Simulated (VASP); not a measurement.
# YCdC4N4 (P-43m) in VASP: a series of runs

The runs below take YCdC4N4 through single point, relaxation of cell and atoms, with PBE.

Everything below comes from runs of VASP 6.6.1. Logs are shortened: lines on timing, memory, paths and dates and some standing lists are left out, and cuts for length are marked.

### 1 The cell of the first run

Symmetry: P-43m, No. 215, cubic system. Conventional cell: a = 6.654 Å, b = 6.654 Å, c = 6.654 Å, α = 90.00°, β = 90.00°, γ = 90.00°. Within 3.2 Å of Y (site symmetry -43m) lie 4 C at 2.41 Å. Cd (site symmetry -43m) has 4 N at 2.18 Å within 2.9 Å. C (site symmetry 3m) has 1 N at 1.17 Å within 1.6 Å. Within 1.6 Å of N (site symmetry 3m) lie 1 C at 1.17 Å.

### 2 Single point, PBE

Contents of INCAR:

```
SYSTEM = YCdC4N4
PREC = Accurate
ENCUT = 520
EDIFF = 1E-6
ISMEAR = 0
SIGMA = 0.1
LREAL = .FALSE.
LASPH = .TRUE.
NELM = 60
ALGO = Normal
ISIF = 2
LWAVE = .FALSE.
LCHARG = .TRUE.
GGA = PE
LELF = .TRUE.
LVHAR = .TRUE.
NBANDS = 40
```

Contents of KPOINTS:

```
Automatic mesh
0
G
  4 4 4
  0 0 0
```

Contents of POSCAR:

```
YCdC4N4
1.0
    6.6542172187      0.0000000000      0.0000000000
    0.0000000000      6.6542172187      0.0000000000
    0.0000000000      0.0000000000      6.6542172187
Y Cd C N
1 1 4 4
Direct
    0.0000000000      0.0000000000      0.0000000000
    0.5000000000      0.5000000000      0.5000000000
    0.2091566691      0.2091566691      0.2091566691
    0.2091566691      0.7908433309      0.7908433309
    0.7908433309      0.2091566691      0.7908433309
    0.7908433309      0.7908433309      0.2091566691
    0.3108593112      0.3108593112      0.3108593112
    0.3108593112      0.6891406888      0.6891406888
    0.6891406888      0.3108593112      0.6891406888
    0.6891406888      0.6891406888      0.3108593112
```

Potentials or basis: VASP PAW PBE potentials, release 64 (Y_sv, Cd, C, N).

Started as:

```console
> cat potpaw_PBE.64/Y_sv/POTCAR potpaw_PBE.64/Cd/POTCAR potpaw_PBE.64/C/POTCAR potpaw_PBE.64/N/POTCAR > POTCAR
> mpirun -np 1 vasp_std > vasp.out
```

OUTCAR:

```text
SYSTEM = YCdC4N4
   PREC = Accurate
   ENCUT = 520
   EDIFF = 1E-6
   ISMEAR = 0
   LREAL = .FALSE.
   LASPH = .TRUE.
   NELM = 60
   ISIF = 2
   GGA = PE

 ion  position               nearest neighbor table
   1  0.000  0.000  0.000-   3 2.41   4 2.41   5 2.41   6 2.41
   2  0.500  0.500  0.500-   7 2.18   8 2.18   9 2.18  10 2.18
   3  0.209  0.209  0.209-   7 1.17   1 2.41
   4  0.209  0.791  0.791-   8 1.17   1 2.41
   5  0.791  0.209  0.791-   9 1.17   1 2.41
   6  0.791  0.791  0.209-  10 1.17   1 2.41
   7  0.311  0.311  0.311-   3 1.17   2 2.18
   8  0.311  0.689  0.689-   4 1.17   2 2.18
   9  0.689  0.311  0.689-   5 1.17   2 2.18
  10  0.689  0.689  0.311-   6 1.17   2 2.18

  LATTYP: Found a simple cubic cell.
 ALAT       =     6.6542172187

  Lattice vectors:

 A1 = (   6.6542172187,   0.0000000000,   0.0000000000)
 A2 = (   0.0000000000,   6.6542172187,   0.0000000000)
 A3 = (   0.0000000000,   0.0000000000,   6.6542172187)

Analysis of symmetry for initial positions (statically):
=====================================================================
 Subroutine PRICEL returns:
 Original cell was already a primitive cell.

 Routine SETGRP: Setting up the symmetry group for a
 simple cubic supercell.

 Subroutine GETGRP returns: Found 24 space group operations
 (whereof 24 operations were pure point group operations)
 out of a pool of 48 trial point group operations.

The static configuration has the point symmetry T_d .

Analysis of symmetry for dynamics (positions and initial velocities):
=====================================================================
 Subroutine PRICEL returns:
 Original cell was already a primitive cell.

 Routine SETGRP: Setting up the symmetry group for a
 simple cubic supercell.

 Subroutine GETGRP returns: Found 24 space group operations
 (whereof 24 operations were pure point group operations)
 out of a pool of 48 trial point group operations.

The dynamic configuration has the point symmetry T_d .

 Subroutine INISYM returns: Found 24 space group operations
 (whereof 24 operations are pure point group operations),
 and found     1 'primitive' translations

----------------------------------------------------------------------------------------

                                     Primitive cell

  volume of cell :     294.6395

  direct lattice vectors                    reciprocal lattice vectors
     6.654217219  0.000000000  0.000000000     0.150280637  0.000000000  0.000000000
     0.000000000  6.654217219  0.000000000     0.000000000  0.150280637  0.000000000
     0.000000000  0.000000000  6.654217219     0.000000000  0.000000000  0.150280637

  length of vectors
     6.654217219  6.654217219  6.654217219     0.150280637  0.150280637  0.150280637

  position of ions in fractional coordinates (direct lattice)
     0.000000000  0.000000000  0.000000000
     0.500000000  0.500000000  0.500000000
     0.209156669  0.209156669  0.209156669
     0.209156669  0.790843331  0.790843331
     0.790843331  0.209156669  0.790843331
     0.790843331  0.790843331  0.209156669
     0.310859311  0.310859311  0.310859311
     0.310859311  0.689140689  0.689140689
     0.689140689  0.310859311  0.689140689
     0.689140689  0.689140689  0.310859311

  ion indices of the primitive-cell ions
   primitive index   ion index
                 1           1
                 2           2
                 3           3
                 4           4
                 5           5
                 6           6
                 7           7
                 8           8
                 9           9
                10          10

----------------------------------------------------------------------------------------

 KPOINTS: Automatic mesh

Automatic generation of k-mesh.
 Grid dimensions read from file:
 generate k-points for:    4    4    4

 Generating k-lattice:

  Cartesian coordinates                     Fractional coordinates (reciprocal lattice)
     0.037570159  0.000000000  0.000000000     0.250000000  0.000000000  0.000000000
     0.000000000  0.037570159  0.000000000     0.000000000  0.250000000  0.000000000
     0.000000000  0.000000000  0.037570159     0.000000000  0.000000000  0.250000000

  Length of vectors
     0.037570159  0.037570159  0.037570159

  Shift w.r.t. Gamma in fractional coordinates (k-lattice)
     0.000000000  0.000000000  0.000000000

 Subroutine IBZKPT returns following result:
 ===========================================

 Found     10 irreducible k-points:

 Following reciprocal coordinates:
            Coordinates               Weight
  0.000000  0.000000  0.000000      1.000000
  0.250000  0.000000  0.000000      6.000000
  0.500000  0.000000  0.000000      3.000000
  0.250000  0.250000  0.000000     12.000000
  0.500000  0.250000  0.000000     12.000000
  0.500000  0.500000  0.000000      3.000000
  0.250000  0.250000  0.250000      8.000000
  0.500000  0.250000  0.250000     12.000000
  0.500000  0.500000  0.250000      6.000000
  0.500000  0.500000  0.500000      1.000000
   k-points           NKPTS =     10   k-points in BZ     NKDIM =     10   number of bands    NBANDS=     40
   number of dos      NEDOS =    301   number of ions     NIONS =     10
   total plane-waves  NPLWV = 125000
   dimension x,y,z NGX =    50 NGY =   50 NGZ =   50
   dimension x,y,z NGXF=   100 NGYF=  100 NGZF=  100
   ions per type =               1   1   4   4
   NGX,Y,Z   is equivalent  to a cutoff of  12.49, 12.49, 12.49 a.u.
   NGXF,Y,Z  is equivalent  to a cutoff of  24.98, 24.98, 24.98 a.u.
 SYSTEM =  YCdC4N4
   PREC   = accura    normal or accurate (medium, high low for compatibility)
   ISTART =      0    job   : 0-new  1-cont  2-samecut
   ICHARG =      2    charge: 1-file 2-atom 10-const
   ISPIN  =      1    spin polarized calculation?
   LNONCOLLINEAR =      F non collinear calculations
   LSORBIT =      F    spin-orbit coupling
   LASPH  =      T    aspherical Exc in radial PAW
   ENCUT  =  520.0 eV  38.22 Ry    6.18 a.u.  12.37 12.37 12.37*2*pi/ulx,y,z
   NELM   =     60;   NELMIN=  2; NELMDL= -5     # of ELM steps
   EDIFF  = 0.1E-05   stopping-criterion for ELM
   LREAL  =      F    real-space projection
   EDIFFG = 0.1E-04   stopping-criterion for IOM
   NSW    =      0    number of steps for IOM
   IBRION =     -1    ionic relax: 0-MD 1-quasi-New 2-CG
   NFREE  =      0    steps in history (QN), initial steepest desc. (CG)
   ISIF   =      2    stress and relaxation
   ISYM   =      2    0-nonsym 1-usesym 2-fastsym
   POTIM  = 0.5000    time-step for ionic-motion
   TEBEG  =    0.0;   TEEND  =   0.0 temperature during run
   PSTRESS=    0.0 pullay stress
   NELECT =      59.0000    total number of electrons
   NUPDOWN=      -1.0000    fix difference up-down
   EMIN   =  10.00;   EMAX   =-10.00  energy-range for DOS
   EFERMI =   0.00;   METHOD = LEGACY
   ISMEAR =     0;   SIGMA  =   0.10  broadening in eV -4-tet -1-fermi 0-gaus
   EFERMI_NEDOS =   21; number of points for ismear=-14 and -15
   IALGO  =     38    algorithm
   IMIX   =      4    mixing-type and parameters
     AMIX     =   0.40;   BMIX     =  1.00
     AMIX_MAG =   1.60;   BMIX_MAG =  1.00
  volume/ion in A,a.u.               =      29.46       198.83
  Fermi-wavevector in a.u.,A,eV,Ry     =   0.957771  1.809925 12.480978  0.917326
  Thomas-Fermi vector in A             =   2.086819
   LORBIT       =      0    0 simple, 1 ext, 2 COOP (PROOUT), +10 PAW based schemes
   GGA     = PE    functional components
   LHFCALC =     F    Hartree Fock is set to
   AEXX    =    0.0000 exact exchange contribution
   IVDW    =     0    specifies the selected vdW correction
   LEPSILON=     F    determine dielectric tensor
   LRPA    =     F    only Hartree local field effects (RPA)
 non-spin polarized calculation
 Gauss-broadening in eV      SIGMA  =   0.10
  energy-cutoff  :      520.00
  volume of cell :      294.64
 maximum number of plane-waves:      8025
 NGX is ok and might be reduce to    50
   NGX = 25   NGY = 25   NGZ = 25

 number of electron      58.9999995 magnetization

 Free energy of the ion-electron system (eV)
  ---------------------------------------------------
  ext. energy  EPLUGINS =         0.00000000
  ---------------------------------------------------
  free energy    TOTEN  =       -74.78637953 eV

  energy without entropy =      -74.70876452  energy(sigma->0) =      -74.74757203

 E-fermi :   0.3611     XC(G=0):  -6.1020

 val. band max:        0.3131090440   @ k =   0.5000   0.5000   0.0000
 cond. band min:       0.3619238584   @ k =   0.5000   0.2500   0.0000
 fundamental gap:      0.0488148144
 Fermi energy:         0.3610527043

 k-point     1 :       0.0000    0.0000    0.0000
  band No.  band energies     occupation
      1     -43.6018      2.00000
      2     -23.6573      2.00000
      3     -23.6573      2.00000
      4     -23.6573      2.00000
      5     -19.3730      2.00000
      6     -19.3238      2.00000
[... 32 lines left out ...]
     39       3.2603      0.00000
     40       4.3328      0.00000

 k-point     2 :       0.2500    0.0000    0.0000
  band No.  band energies     occupation
      1     -43.6018      2.00000
      2     -23.6574      2.00000
      3     -23.6573      2.00000
      4     -23.6573      2.00000
      5     -19.3674      2.00000
      6     -19.3291      2.00000
[... 333 lines left out ...]
     39       3.7481      0.00000
     40       3.9136      0.00000

 k-point    10 :       0.5000    0.5000    0.5000
  band No.  band energies     occupation
      1     -43.6018      2.00000
      2     -23.6574      2.00000
      3     -23.6574      2.00000
      4     -23.6574      2.00000
      5     -19.3594      2.00000
      6     -19.3281      2.00000
[... 32 lines left out ...]
     39       3.7483      0.00000
     40       3.7483      0.00000

------------------------ aborting loop because EDIFF is reached ----------------------------------------

  FORCE on cell =-STRESS in cart. coord.  units (eV):
  Direction    XX          YY          ZZ          XY          YZ          ZX
  --------------------------------------------------------------------------------------
  -------------------------------------------------------------------------------------
  Total        0.9381434      0.9381434      0.9381434      0.0000000      0.0000000      0.0000000
  in kB        5.1013942      5.1013942      5.1013942      0.0000000      0.0000000      0.0000000
  external PRESSURE =       5.1013942 kB  Pullay stress =       0.0000000 kB

 VOLUME and BASIS-vectors are now :
 -----------------------------------------------------------------------------
  energy-cutoff  :      520.00
  volume of cell :      294.64
      direct lattice vectors                 reciprocal lattice vectors
     6.654217219  0.000000000  0.000000000     0.150280637  0.000000000  0.000000000
     0.000000000  6.654217219  0.000000000     0.000000000  0.150280637  0.000000000
     0.000000000  0.000000000  6.654217219     0.000000000  0.000000000  0.150280637

 POSITION                                       TOTAL-FORCE (eV/Angst)
 -----------------------------------------------------------------------------------
      0.00000      0.00000      0.00000        -0.000000      0.000000      0.000000
      3.32711      3.32711      3.32711        -0.000000      0.000000      0.000000
      1.39177      1.39177      1.39177        -0.223753     -0.223753     -0.223753
      1.39177      5.26244      5.26244        -0.223753      0.223753      0.223753
      5.26244      1.39177      5.26244         0.223753     -0.223753      0.223753
      5.26244      5.26244      1.39177         0.223753      0.223753     -0.223753
      2.06853      2.06853      2.06853         0.171885      0.171885      0.171885
      2.06853      4.58569      4.58569         0.171885     -0.171885     -0.171885
      4.58569      2.06853      4.58569        -0.171885      0.171885     -0.171885
      4.58569      4.58569      2.06853        -0.171885     -0.171885      0.171885
 -----------------------------------------------------------------------------------
    total drift:                               -0.000000     -0.000000     -0.000000

  FREE ENERGIE OF THE ION-ELECTRON SYSTEM (eV)
  ---------------------------------------------------
  free  energy   TOTEN  =       -74.7863795332 eV

  energy  without entropy=      -74.7087645218  energy(sigma->0) =      -74.74757203
```

Run time: 4.7 min. Hardware: 1 thread of Intel Xeon 8259CL, shared host; peak memory 0.4 GiB.

Results:

| Property | Result |
| --- | --- |
| Free energy | -74.7864 eV |
| Pressure | 0.5 GPa |
| Largest force | 0.388 eV/Å |
| Band gap on the k mesh | zero (an odd number of electrons rules out a gap without spin polarisation) |

Forces in eV/Å, atoms in the order of the input:
```
Y    0.000  0.000  0.000
Cd   0.000  0.000  0.000
C   -0.224 -0.224 -0.224
C   -0.224  0.224  0.224
C    0.224 -0.224  0.224
C    0.224  0.224 -0.224
N    0.172  0.172  0.172
N    0.172 -0.172 -0.172
N   -0.172  0.172 -0.172
N   -0.172 -0.172  0.172
```

Levels at points of the mesh, in eV from the Fermi level:
| k point | band 27 | band 28 | band 29 | band 30 | band 31 | band 32 |
| --- | --- | --- | --- | --- | --- | --- |
| (0.00, 0.00, 0.00) | -5.22 | -5.22 | -5.22 | 0.03 | 0.03 | 0.38 |
| (0.50, 0.00, 0.00) | -5.50 | -5.29 | -5.29 | 0.01 | 0.07 | 0.47 |
| (0.50, 0.50, 0.00) | -5.60 | -5.30 | -5.30 | -0.05 | 0.19 | 0.69 |
| (0.50, 0.50, 0.50) | -5.30 | -5.30 | -5.30 | 0.12 | 0.12 | 0.62 |

Caveat: an odd number of electrons without spin polarisation forces a metal; a magnetic or distorted state may lie lower.

### 3 Single point, PBE

This run uses another cell than the first one, of 23.89 Å³/atom.

Contents of INCAR:

```
PREC = Accurate ; ENCUT = 520
EDIFF = 1E-6 ; ISMEAR = 0
SIGMA = 0.1 ; LREAL = F
LASPH = T ; NELM = 80
ALGO = Normal ; ISIF = 2
LWAVE = F ; LCHARG = T
GGA = PE ; LELF = T
LVHAR = T ; NBANDS = 40
```

Contents of KPOINTS:

```
regular mesh
0
Gamma
  4 4 4
```

Contents of POSCAR:

```
YCdC4N4
1.0
    6.2047833400      0.0000000000      0.0000000000
    0.0000000000      6.2047833400      0.0000000000
    0.0000000000      0.0000000000      6.2047833400
Y Cd C N
1 1 4 4
Direct
    0.0000000000      0.0000000000      0.0000000000
    0.5000000000      0.5000000000      0.5000000000
    0.1959616600      0.1959616600      0.1959616600
    0.1959616600      0.8040383400      0.8040383400
    0.8040383400      0.1959616600      0.8040383400
    0.8040383400      0.8040383400      0.1959616600
    0.3048292500      0.3048292500      0.3048292500
    0.3048292500      0.6951707500      0.6951707500
    0.6951707500      0.3048292500      0.6951707500
    0.6951707500      0.6951707500      0.3048292500
```

Potentials or basis: VASP PAW PBE potentials, release 64 (Y_sv, Cd, C, N).

Started as:

```console
> cat potpaw_PBE.64/Y_sv/POTCAR potpaw_PBE.64/Cd/POTCAR potpaw_PBE.64/C/POTCAR potpaw_PBE.64/N/POTCAR > POTCAR
> mpirun -np 1 vasp_std > vasp.out
```

It took 3.8 min on 1 thread of Intel Xeon 8259CL, shared host; peak memory 0.36 GiB.

It converged, with:

```
Free energy            : -72.4176 eV
Pressure               : 11.1 GPa
Largest force          : 3.084 eV/Å
Band gap on the k mesh : zero (an odd number of electrons rules out a gap without spin polarisation)
```

Forces in eV/Å, atoms in the order of the input:
```
Y    0.000  0.000  0.000
Cd   0.000  0.000  0.000
C    1.781  1.781  1.781
C    1.781 -1.781 -1.781
C   -1.781  1.781 -1.781
C   -1.781 -1.781  1.781
N    0.024  0.024  0.024
N    0.024 -0.024 -0.024
N   -0.024  0.024 -0.024
N   -0.024 -0.024  0.024
```

Levels at points of the mesh, in eV from the Fermi level:
```tsv
k point	band 27	band 28	band 29	band 30	band 31	band 32
(0.00, 0.00, 0.00)	-4.82	-4.82	-4.82	0.07	0.07	0.41
(0.50, 0.00, 0.00)	-5.33	-5.03	-5.03	-0.03	0.14	0.63
(0.50, 0.50, 0.00)	-5.45	-5.05	-5.05	-0.07	0.20	0.91
(0.50, 0.50, 0.50)	-4.93	-4.93	-4.93	0.11	0.11	0.77
```

Caveat: the cell stands under pressure; an odd number of electrons without spin polarisation forces a metal; a magnetic or distorted state may lie lower.

### 4 Single point, PBE

This run uses another cell than the first one, of 29.60 Å³/atom.

Contents of INCAR:

```
  ALGO = Normal
  EDIFF = 1E-7
  ENCUT = 520
  GGA = PE
  ISIF = 2
  ISMEAR = 0
  LASPH = T
  LCHARG = F
  LREAL = F
  LWAVE = F
  NBANDS = 40
  NELM = 60
  PREC = Accurate
  SIGMA = 0.1
```

Contents of KPOINTS:

```
k-points
0
Gamma
  6 6 6
```

Contents of POSCAR:

```
YCdC4N4
1.0
    6.6644315864      0.0000000000      0.0000000000
    0.0000000000      6.6644315864      0.0000000000
    0.0000000000      0.0000000000      6.6644315864
Y Cd C N
1 1 4 4
Direct
    0.0000000000      0.0000000000      0.0000000000
    0.5000000000      0.5000000000      0.5000000000
    0.2091447387      0.2091447387      0.2091447387
    0.2091447387      0.7908552613      0.7908552613
    0.7908552613      0.2091447387      0.7908552613
    0.7908552613      0.7908552613      0.2091447387
    0.3107138854      0.3107138854      0.3107138854
    0.3107138854      0.6892861146      0.6892861146
    0.6892861146      0.3107138854      0.6892861146
    0.6892861146      0.6892861146      0.3107138854
```

Started as:

```console
> cat potpaw_PBE.64/Y_sv/POTCAR potpaw_PBE.64/Cd/POTCAR potpaw_PBE.64/C/POTCAR potpaw_PBE.64/N/POTCAR > POTCAR
> mpirun -np 1 vasp_std > vasp.out
```

It took 9.4 min on 1 thread of Intel Xeon 8259CL, shared host; peak memory 0.49 GiB.

The run converged. Its results:

```yaml
Free_energy: -74.7889 eV
Pressure: 0.4 GPa
Largest_force: 0.383 eV/Å
Band_gap_on_the_k_mesh: zero (an odd number of electrons rules out a gap without spin polarisation)
```

Forces in eV/Å, atoms in the order of the input:
```
Y    0.000  0.000  0.000
Cd   0.000  0.000  0.000
C   -0.221 -0.221 -0.221
C   -0.221  0.221  0.221
C    0.221 -0.221  0.221
C    0.221  0.221 -0.221
N    0.181  0.181  0.181
N    0.181 -0.181 -0.181
N   -0.181  0.181 -0.181
N   -0.181 -0.181  0.181
```

Levels at points of the mesh, in eV from the Fermi level:
```tsv
k point	band 26	band 27	band 28	band 29	band 30	band 31	band 32	band 33
(0.00, 0.00, 0.00)	-5.73	-5.22	-5.22	-5.22	0.03	0.03	0.38	0.38
(0.50, 0.00, 0.00)	-5.73	-5.50	-5.29	-5.29	0.01	0.07	0.47	0.70
(0.50, 0.50, 0.00)	-5.62	-5.60	-5.30	-5.30	-0.05	0.19	0.69	0.69
(0.50, 0.50, 0.50)	-5.67	-5.30	-5.30	-5.30	0.12	0.12	0.62	0.62
```

Caveat: an odd number of electrons without spin polarisation forces a metal; a magnetic or distorted state may lie lower.

[end of part 1 of 2]

The gap in the log of VASP goes by the Fermi energy; the results here count the filled bands.